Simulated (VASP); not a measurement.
# Ga in VASP: a series of runs

The runs below take Ga through relaxation of shape and atoms at fixed volume, with PBE.

Program: VASP 6.6.1. These are calculated values, not measurements. Logs are shortened: lines on timing, memory, paths and dates and some standing lists are left out, and cuts for length are marked.

## 1. The cell of the first run

The typed cell holds 1 atom: a = 2.632 Å, b = 2.632 Å, c = 2.633 Å, α = 90.00°, β = 90.00°, γ = 90.00°.

This isn't the form of Ga at room conditions, which is orthorhombic.

## 2. Relaxation of shape and atoms at fixed volume, PBE (18.24 Å³/atom)

Input file INCAR:

```
  PREC = Accurate
  ENCUT = 600
  EDIFF = 1E-6
  ISMEAR = 0
  SIGMA = 0.1
  LREAL = F
  LASPH = T
  NELM = 80
  ALGO = Fast
  ISIF = 4
  LWAVE = F
  LCHARG = F
  GGA = PE
  IBRION = 2
  NSW = 50
  EDIFFG = -0.01
```

Input file KPOINTS:

```
Automatic mesh
0
Gamma
  20 20 20
```

Input file POSCAR:

```
Ga
1.0
    2.6320997794      0.0000000000      0.0000000000
    0.0000000000      2.6320997794      0.0000000000
    0.0000000000      0.0000000000      2.6330217121
Ga
1
Direct
    0.5000000000      0.5000000000      0.5000000000
```

Potentials or basis: VASP PAW PBE potentials, release 64 (Ga_d).

The run is started by

```bash
$ cat potpaw_PBE.64/Ga_d/POTCAR > POTCAR
$ mpirun -np 1 vasp_std > vasp.out
```

OUTCAR:

```text
PREC = Accurate
   ENCUT = 600
   EDIFF = 1E-6
   ISMEAR = 0
   LREAL = F
   LASPH = T
   NELM = 80
   ISIF = 4
   GGA = PE
   IBRION = 2
   NSW = 50
   EDIFFG = -0.01

 ion  position               nearest neighbor table
   1  0.500  0.500  0.500-

  LATTYP: Found a simple tetragonal cell.
 ALAT       =     2.6320997794
 C/A-ratio  =     1.0003502651

  Lattice vectors:

 A1 = (   2.6320997794,   0.0000000000,   0.0000000000)
 A2 = (   0.0000000000,   2.6320997794,   0.0000000000)
 A3 = (   0.0000000000,   0.0000000000,   2.6330217121)

Analysis of symmetry for initial positions (statically):
=====================================================================
 Subroutine PRICEL returns:
 Original cell was already a primitive cell.

 Routine SETGRP: Setting up the symmetry group for a
 simple tetragonal supercell.

 Subroutine GETGRP returns: Found 16 space group operations
 (whereof 16 operations were pure point group operations)
 out of a pool of 16 trial point group operations.

The static configuration has the point symmetry D_4h.

Analysis of symmetry for dynamics (positions and initial velocities):
=====================================================================
 Subroutine PRICEL returns:
 Original cell was already a primitive cell.

 Routine SETGRP: Setting up the symmetry group for a
 simple tetragonal supercell.

 Subroutine GETGRP returns: Found 16 space group operations
 (whereof 16 operations were pure point group operations)
 out of a pool of 16 trial point group operations.

The dynamic configuration has the point symmetry D_4h.

 Subroutine INISYM returns: Found 16 space group operations
 (whereof 16 operations are pure point group operations),
 and found     1 'primitive' translations

----------------------------------------------------------------------------------------

                                     Primitive cell

  volume of cell :      18.2414

  direct lattice vectors                    reciprocal lattice vectors
     2.632099779  0.000000000  0.000000000     0.379924807  0.000000000  0.000000000
     0.000000000  2.632099779  0.000000000     0.000000000  0.379924807  0.000000000
     0.000000000  0.000000000  2.633021712     0.000000000  0.000000000  0.379791779

  length of vectors
     2.632099779  2.632099779  2.633021712     0.379924807  0.379924807  0.379791779

  position of ions in fractional coordinates (direct lattice)
     0.500000000  0.500000000  0.500000000

  ion indices of the primitive-cell ions
   primitive index   ion index
                 1           1

----------------------------------------------------------------------------------------

 KPOINTS: Automatic mesh

Automatic generation of k-mesh.
 Grid dimensions read from file:
 generate k-points for:   20   20   20

 Generating k-lattice:

  Cartesian coordinates                     Fractional coordinates (reciprocal lattice)
     0.018996240  0.000000000  0.000000000     0.050000000  0.000000000  0.000000000
     0.000000000  0.018996240  0.000000000     0.000000000  0.050000000  0.000000000
     0.000000000  0.000000000  0.018989589     0.000000000  0.000000000  0.050000000

  Length of vectors
     0.018996240  0.018996240  0.018989589

  Shift w.r.t. Gamma in fractional coordinates (k-lattice)
     0.000000000  0.000000000  0.000000000

 Subroutine IBZKPT returns following result:
 ===========================================

 Found    726 irreducible k-points:

 Following reciprocal coordinates:
            Coordinates               Weight
  0.000000  0.000000  0.000000      1.000000
  0.050000  0.000000  0.000000      4.000000
  0.100000  0.000000  0.000000      4.000000
  0.150000  0.000000  0.000000      4.000000
  0.200000  0.000000  0.000000      4.000000
  0.250000  0.000000  0.000000      4.000000
[... 16 lines left out ...]
  0.150000  0.100000  0.000000      8.000000
  0.200000  0.100000  0.000000      8.000000
 [... further k-points ...]
   k-points           NKPTS =    726   k-points in BZ     NKDIM =    726   number of bands    NBANDS=     10
   number of dos      NEDOS =    301   number of ions     NIONS =      1
   total plane-waves  NPLWV =  13824
   dimension x,y,z NGX =    24 NGY =   24 NGZ =   24
   dimension x,y,z NGXF=    48 NGYF=   48 NGZF=   48
   ions per type =               1
   NGX,Y,Z   is equivalent  to a cutoff of  15.16, 15.16, 15.15 a.u.
   NGXF,Y,Z  is equivalent  to a cutoff of  30.32, 30.32, 30.31 a.u.
 SYSTEM =  unknown system
   PREC   = accura    normal or accurate (medium, high low for compatibility)
   ISTART =      0    job   : 0-new  1-cont  2-samecut
   ICHARG =      2    charge: 1-file 2-atom 10-const
   ISPIN  =      1    spin polarized calculation?
   LNONCOLLINEAR =      F non collinear calculations
   LSORBIT =      F    spin-orbit coupling
   LASPH  =      T    aspherical Exc in radial PAW
   ENCUT  =  600.0 eV  44.10 Ry    6.64 a.u.   5.26  5.26  5.26*2*pi/ulx,y,z
   NELM   =     80;   NELMIN=  2; NELMDL= -5     # of ELM steps
   EDIFF  = 0.1E-05   stopping-criterion for ELM
   LREAL  =      F    real-space projection
   EDIFFG = -.1E-01   stopping-criterion for IOM
   NSW    =     50    number of steps for IOM
   IBRION =      2    ionic relax: 0-MD 1-quasi-New 2-CG
   NFREE  =      1    steps in history (QN), initial steepest desc. (CG)
   ISIF   =      4    stress and relaxation
   ISYM   =      2    0-nonsym 1-usesym 2-fastsym
   POTIM  = 0.5000    time-step for ionic-motion
   TEBEG  =    0.0;   TEEND  =   0.0 temperature during run
   PSTRESS=    0.0 pullay stress
   NELECT =      13.0000    total number of electrons
   NUPDOWN=      -1.0000    fix difference up-down
   EMIN   =  10.00;   EMAX   =-10.00  energy-range for DOS
   EFERMI =   0.00;   METHOD = LEGACY
   ISMEAR =     0;   SIGMA  =   0.10  broadening in eV -4-tet -1-fermi 0-gaus
   EFERMI_NEDOS =   21; number of points for ismear=-14 and -15
   IALGO  =     68    algorithm
   IMIX   =      4    mixing-type and parameters
     AMIX     =   0.40;   BMIX     =  1.00
     AMIX_MAG =   1.60;   BMIX_MAG =  1.00
  volume/ion in A,a.u.               =      18.24       123.10
  Fermi-wavevector in a.u.,A,eV,Ry     =   1.462299  2.763345 29.093595  2.138319
  Thomas-Fermi vector in A             =   2.578529
   LORBIT       =      0    0 simple, 1 ext, 2 COOP (PROOUT), +10 PAW based schemes
   GGA     = PE    functional components
   LHFCALC =     F    Hartree Fock is set to
   AEXX    =    0.0000 exact exchange contribution
   IVDW    =     0    specifies the selected vdW correction
   LEPSILON=     F    determine dielectric tensor
   LRPA    =     F    only Hartree local field effects (RPA)
 conjugate gradient relaxation of ions
 non-spin polarized calculation
 RMM-DIIS sequential band-by-band and
 Gauss-broadening in eV      SIGMA  =   0.10
  energy-cutoff  :      600.00
  volume of cell :       18.24
 maximum number of plane-waves:       627
 NGX is ok and might be reduce to    24
   NGX = 11   NGY = 11   NGZ = 11

 number of electron      12.9999991 magnetization

 Free energy of the ion-electron system (eV)
  ---------------------------------------------------
  ext. energy  EPLUGINS =         0.00000000
  ---------------------------------------------------
  free energy    TOTEN  =        -2.79624627 eV

  energy without entropy =       -2.79432976  energy(sigma->0) =       -2.79528801

 E-fermi :   5.5573     XC(G=0): -11.1043

 val. band max:        5.5501062473   @ k =   0.4000   0.4000   0.1000
 cond. band min:       5.6313645784   @ k =   0.3500   0.1500   0.4000
 fundamental gap:      0.0812583312
 Fermi energy:         5.5573497171

 k-point     1 :       0.0000    0.0000    0.0000
  band No.  band energies     occupation
      1      -9.6712      2.00000
      2      -9.6706      2.00000
      3      -9.0303      2.00000
      4      -9.0303      2.00000
      5      -9.0300      2.00000
      6      -5.6368      2.00000
      7      15.1910      0.00000
      8      15.2060      0.00000
      9      15.2061      0.00000
     10      18.1052      0.00000

 k-point     2 :       0.0500    0.0000    0.0000
  band No.  band energies     occupation
      1      -9.6695      2.00000
      2      -9.6607      2.00000
      3      -9.0347      2.00000
      4      -9.0344      2.00000
      5      -9.0299      2.00000
      6      -5.5824      2.00000
      7      14.2177      0.00000
      8      15.2491      0.00000
      9      15.2641      0.00000
     10      18.1455      0.00000

 k-point     3 :       0.1000    0.0000    0.0000
  band No.  band energies     occupation
      1      -9.6658      2.00000
      2      -9.6309      2.00000
      3      -9.0475      2.00000
      4      -9.0472      2.00000
      5      -9.0288      2.00000
      6      -5.4184      2.00000
      7      12.4928      0.00000
      8      15.4224      0.00000
      9      15.4374      0.00000
     10      18.2815      0.00000

 k-point     4 :       0.1500    0.0000    0.0000
  band No.  band energies     occupation
      1      -9.6601      2.00000
      2      -9.5855      2.00000
      3      -9.0673      2.00000
      4      -9.0670      2.00000
      5      -9.0272      2.00000
      6      -5.1434      2.00000
      7      10.6936      0.00000
      8      15.7073      0.00000
      9      15.7223      0.00000
     10      18.5085      0.00000
[... 222 lines left out ...]
 k-point    22 :       0.1000    0.1000    0.0000
  band No.  band energies     occupation
      1      -9.6438      2.00000
      2      -9.6067      2.00000
      3      -9.0662      2.00000
      4      -9.0473      2.00000
      5      -9.0446      2.00000
      6      -5.1999      2.00000
      7      12.4044      0.00000
      8      13.0587      0.00000
      9      15.6539      0.00000
     10      19.1731      0.00000

 k-point    23 :       0.1500    0.1000    0.0000
  band No.  band energies     occupation
      1      -9.6334      2.00000
      2      -9.5646      2.00000
      3      -9.0881      2.00000
      4      -9.0658      2.00000
      5      -9.0440      2.00000
      6      -4.9250      2.00000
      7      10.8625      0.00000
      8      13.0763      0.00000
      9      15.9390      0.00000
     10      19.4585      0.00000

 k-point    24 :       0.2000    0.1000    0.0000
  band No.  band energies     occupation
      1      -9.6247      2.00000
      2      -9.5088      2.00000
      3      -9.1153      2.00000
      4      -9.0904      2.00000
      5      -9.0418      2.00000
      6      -4.5377      2.00000
      7       9.1300      0.00000
      8      13.4283      0.00000
      9      16.3297      0.00000
     10      19.7909      0.00000

 [... further k-points ...]

------------------------ aborting loop because EDIFF is reached ----------------------------------------

  FORCE on cell =-STRESS in cart. coord.  units (eV):
  Direction    XX          YY          ZZ          XY          YZ          ZX
  --------------------------------------------------------------------------------------
  -------------------------------------------------------------------------------------
  Total        0.6509375      0.6509375      0.6442841      0.0000000      0.0000000      0.0000000
  in kB       57.1729694     57.1729694     56.5885881      0.0000000      0.0000000      0.0000000
  external PRESSURE =      56.9781756 kB  Pullay stress =       0.0000000 kB

 VOLUME and BASIS-vectors are now :
 -----------------------------------------------------------------------------
  energy-cutoff  :      600.00
  volume of cell :       18.24
      direct lattice vectors                 reciprocal lattice vectors
     2.632099779  0.000000000  0.000000000     0.379924807  0.000000000  0.000000000
     0.000000000  2.632099779  0.000000000     0.000000000  0.379924807  0.000000000
     0.000000000  0.000000000  2.633021712     0.000000000  0.000000000  0.379791779

 POSITION                                       TOTAL-FORCE (eV/Angst)
 -----------------------------------------------------------------------------------
      1.31605      1.31605      1.31651         0.000000      0.000000      0.000000
 -----------------------------------------------------------------------------------
    total drift:                                0.000000     -0.000000     -0.000000

  FREE ENERGIE OF THE ION-ELECTRON SYSTEM (eV)
  ---------------------------------------------------
  free  energy   TOTEN  =        -2.7962462739 eV

  energy  without entropy=       -2.7943297560  energy(sigma->0) =       -2.79528801

 reached required accuracy - stopping structural energy minimisation
```

It took 47 s on 1 thread of Intel Xeon 6975P-C (Granite Rapids), shared host; peak memory 0.27 GiB.

Results:

| Item | Value |
| --- | --- |
| Free energy | -2.7962 eV |
| Pressure after relaxing | 5.7 GPa |
| Band gap on the k mesh | zero (an odd number of electrons rules out a gap without spin polarisation) |

Final structure:
```yaml
crystal:
  lattice:
    - [2.63210, 0.00000, 0.00000]
    - [0.00000, 2.63210, 0.00000]
    - [0.00000, 0.00000, 2.63302]
  atoms:
    - { symbol: Ga, position: [0.50000, 0.50000, 0.50000] }
```

Caveat: the relaxation stopped at its first step, so nothing moved.

## 3. Relaxation of shape and atoms at fixed volume, PBE (18.84 Å³/atom)

This run uses another cell than the first one, of 18.84 Å³/atom.

Input file INCAR:

```
  PREC = Accurate
  ENCUT = 600
  EDIFF = 1E-6
  ISMEAR = 0
  SIGMA = 0.1
  LREAL = False
  LASPH = True
  NELM = 60
  ALGO = Fast
  ISIF = 4
  LWAVE = False
  LCHARG = False
  GGA = PE
  IBRION = 2
  NSW = 50
  EDIFFG = -0.01
```

KPOINTS is that of step 2.

Input file POSCAR:

```
Ga
1.0
    2.6607118012      0.0000000000      0.0000000000
    0.0000000000      2.6607118012      0.0000000000
    0.0000000000      0.0000000000      2.6616437557
Ga
1
Direct
    0.5000000000      0.5000000000      0.5000000000
```

Potentials or basis: VASP PAW PBE potentials, release 64 (Ga_d).

The run is started by

```bash
$ cat potpaw_PBE.64/Ga_d/POTCAR > POTCAR
$ mpirun -np 1 vasp_std > vasp.out
```

Wall time 53 s (1 thread of Intel Xeon 6975P-C (Granite Rapids), shared host); peak memory 0.28 GiB.

It converged, with:

- Free energy: -2.8138 eV
- Pressure after relaxing: 3.5 GPa
- Band gap on the k mesh: zero (an odd number of electrons rules out a gap without spin polarisation)

Final structure:
```xyz
1
Lattice="2.6607 0.0000 0.0000 0.0000 2.6607 0.0000 0.0000 0.0000 2.6616" Properties=species:S:1:pos:R:3 pbc="T T T"
Ga    1.3304    1.3304    1.3308
```

Levels at points of the mesh, in eV from the Fermi level:
```
           k point  band 5  band 6  band 7  band 8  band 9  band 10
(0.00, 0.00, 0.00)  -14.59  -10.97    9.39    9.40    9.40    12.31
(0.50, 0.00, 0.00)  -14.58   -6.28   -4.38   13.09   13.11    16.26
(0.50, 0.50, 0.00)  -14.44   -1.38   -0.73   -0.73    4.24    16.94
(0.00, 0.00, 0.50)  -14.58   -6.28   -4.38   13.10   13.10    16.26
(0.50, 0.00, 0.50)  -14.44   -1.38   -0.73   -0.73    4.24    16.95
(0.50, 0.50, 0.50)  -14.43    2.78    2.78    2.78    4.55     8.40
```

Caveat: the relaxation stopped at its first step, so nothing moved.

## 4. Relaxation of shape and atoms at fixed volume, PBE (19.44 Å³/atom)

This run uses another cell than the first one, of 19.44 Å³/atom.

Input file INCAR:

```
PREC     = Accurate       # precision mode
ENCUT    = 600            # plane-wave cutoff, eV
EDIFF    = 1E-6           # SCF threshold, eV
ISMEAR   = 0              # smearing method
SIGMA    = 0.1            # smearing width, eV
LREAL    = False          # projectors in reciprocal space
LASPH    = True           # aspherical terms in the spheres
NELM     = 80             # most SCF steps
ALGO     = Fast           # electronic algorithm
ISIF     = 4              # what is computed and relaxed
LWAVE    = False          # write WAVECAR
LCHARG   = False          # write CHGCAR
GGA      = PE             # functional
IBRION   = 2              # ionic algorithm
NSW      = 50             # ionic steps
EDIFFG   = -0.01          # ionic threshold
```

Input file KPOINTS:

```
regular mesh
0
Gamma
  20 20 20
```

Input file POSCAR:

```
Ga
1.0
    2.6887213522      0.0000000000      0.0000000000
    0.0000000000      2.6887213522      0.0000000000
    0.0000000000      0.0000000000      2.6896631174
Ga
1
Direct
    0.5000000000      0.5000000000      0.5000000000
```

The run is started by

```bash
$ cat potpaw_PBE.64/Ga_d/POTCAR > POTCAR
$ mpirun -np 1 vasp_std > vasp.out
```

Wall time 53 s (1 thread of Intel Xeon 6975P-C (Granite Rapids), shared host); peak memory 0.28 GiB.

It converged, with:

- Free energy: -2.8234 eV
- Pressure after relaxing: 1.6 GPa
- Band gap on the k mesh: zero (an odd number of electrons rules out a gap without spin polarisation)

Final structure:
```yaml
crystal:
  lattice:
    - [2.68872, 0.00000, 0.00000]
    - [0.00000, 2.68872, 0.00000]
    - [0.00000, 0.00000, 2.68966]
  atoms:
    - { symbol: Ga, position: [0.50000, 0.50000, 0.50000] }
```

Levels at points of the mesh, in eV from the Fermi level:
```
           k point  band 3  band 4  band 5  band 6  band 7  band 8  band 9  band 10
(0.00, 0.00, 0.00)  -14.60  -14.60  -14.60  -10.76    9.16    9.17    9.17    12.09
(0.50, 0.00, 0.00)  -14.75  -14.75  -14.59   -6.24   -4.24   12.72   12.73    15.90
(0.50, 0.50, 0.00)  -14.73  -14.73  -14.46   -1.52   -0.70   -0.70    4.23    16.43
(0.00, 0.00, 0.50)  -14.75  -14.75  -14.59   -6.25   -4.24   12.73   12.73    15.99
(0.50, 0.00, 0.50)  -14.73  -14.73  -14.46   -1.53   -0.70   -0.70    4.23    16.39
(0.50, 0.50, 0.50)  -14.97  -14.45  -14.45    2.70    2.70    2.70    4.14     8.29
```

Caveat: the relaxation stopped at its first step, so nothing moved.

## 5. Summary

| cell | gap on the mesh (eV) | pressure (GPa) |
| --- | --- | --- |
| relaxed from a = 2.632, b = 2.632, c = 2.633 Å, 1 atom | none | 5.7 |
| relaxed from a = 2.661, b = 2.661, c = 2.662 Å, 1 atom | none | 3.5 |
| relaxed from a = 2.689, b = 2.689, c = 2.690 Å, 1 atom | none | 1.6 |

Alike in all rows: task relaxation of shape and atoms at fixed volume; level PBE; potentials or basis VASP PAW PBE potentials, release 64 (Ga_d); no spin polarisation; k mesh 20 × 20 × 20; cutoff (eV) 600; smearing gaussian 0.1 eV.

Caveats: the relaxation stopped at its first step, so nothing moved.

Total energies depend on the potentials used, so only differences within one code and one set of settings carry meaning.
